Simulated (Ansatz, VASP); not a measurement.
## Two plane-wave programs on InSb

```xyz
2
Lattice="0.0000 3.2499 3.2499 3.2499 0.0000 3.2499 3.2499 3.2499 0.0000" Properties=species:S:1:pos:R:3 pbc="T T T"
In    0.0000    0.0000    0.0000
Sb    4.8748    4.8748    4.8748
```

Change from the starting cell: volume scaled by 1.01, PAW files.

Alike in both runs: task electric field gradients; functional LDA; k mesh 10 × 10 × 10; occupations fermi-dirac, width 0.03 eV; no spin polarisation.

|  | VASP | Ansatz |
| --- | --- | --- |
| version | VASP 6.6.1 | Ansatz 0.2.0 |
| potentials or method | VASP PAW LDA potentials, release 64 (In_d, Sb) | PAW with Ansatz's default frozen-core files, scalar-relativistic |
| plane-wave cutoff (eV) | 520 | 420 |
| valence electrons in the cell | 18 | 28 |

```tsv
	VASP	Ansatz	Ansatz less VASP
pressure (GPa)	-0.9	-1.0	-0.08
```

LDA's correlation is that of Perdew and Zunger in VASP and of Perdew and Wang (1992) in Ansatz. VASP's potentials hold 18 valence electrons a cell and Ansatz's 28, so a difference there can come from the potentials and not from the codes.

Spin-orbit coupling is off throughout.
